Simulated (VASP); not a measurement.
Runs of VASP 6.6.1 on HfN. The structure is cubic, space group Fm-3m (No. 225). The conventional cell has a = 4.512 Å, b = 4.512 Å, c = 4.512 Å, α = 90.00°, β = 90.00°, γ = 90.00°. Within 3.0 Å of Hf (site symmetry m-3m) lie 6 N at 2.26 Å. Within 3.0 Å of N (site symmetry m-3m) lie 6 Hf at 2.26 Å. 

```csv
k mesh,gap on the mesh (eV),pressure (GPa)
4 × 4 × 4,none,4.3
8 × 8 × 8,none,4.3
7 × 7 × 7,none,4.4
5 × 5 × 5,none,(a)
```

Alike in all rows: task single point; level PBE; potentials or basis VASP PAW PBE potentials, release 64 (Hf_pv, N); no spin polarisation; cell as given; cutoff (eV) 600; smearing fermi-dirac 0.1 eV.

Q: Fill in the values left out.

A: (a) 4.0.

Caveats: some runs use coarse meshes; spin-orbit coupling is left out, which moves the levels of the heavy elements.

A k mesh can miss the band edges, and the runs leave out spin-orbit coupling on Hf.

A gap of «none» marks levels without a gap at the run's occupations.
